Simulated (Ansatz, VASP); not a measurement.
Si3As: VASP beside Ansatz

```
Si As
1.0
     3.47525    2.00643    3.26394
    -3.47525    2.00643    3.26394
     0.00000   -4.01287    3.26394
Si As
6 2
Direct
  0.79700 0.25200 0.79700
  0.79700 0.79700 0.25200
  0.25200 0.79700 0.79700
  0.20300 0.74800 0.20300
  0.74800 0.20300 0.20300
  0.20300 0.20300 0.74800
  0.26900 0.26900 0.26900
  0.73100 0.73100 0.73100
```

Alike in both runs: task relaxation of cell and atoms; functional PBE; k mesh 3 × 3 × 3; occupations gaussian, width 0.1 eV; no spin polarisation.

|  | VASP | Ansatz |
| --- | --- | --- |
| version | VASP 6.6.1 | Ansatz 0.2.0 |
| potentials or method | VASP PAW PBE potentials, release 64 (Si, As), cutoff 600 eV | scalar-relativistic, plane waves, PAW |
| valence electrons in the cell | 34 | 54 |

```csv
,VASP,Ansatz,Ansatz less VASP
"gap on the k mesh at the Fermi level, each at its own relaxed structure (eV)",none,none,-
relaxed volume (Å³/atom),16.94,16.89,-0.050
relaxed length of the cell vector where the two differ most in proportion (Å),5.138,5.132,-0.0055
```

A gap of «none» marks a metal or a gap that the smearing closes. VASP's potentials hold 34 valence electrons a cell and Ansatz's 54, so a difference there can come from the potentials and not from the codes.

The k mesh is coarse, so the values compare programs but aren't converged.
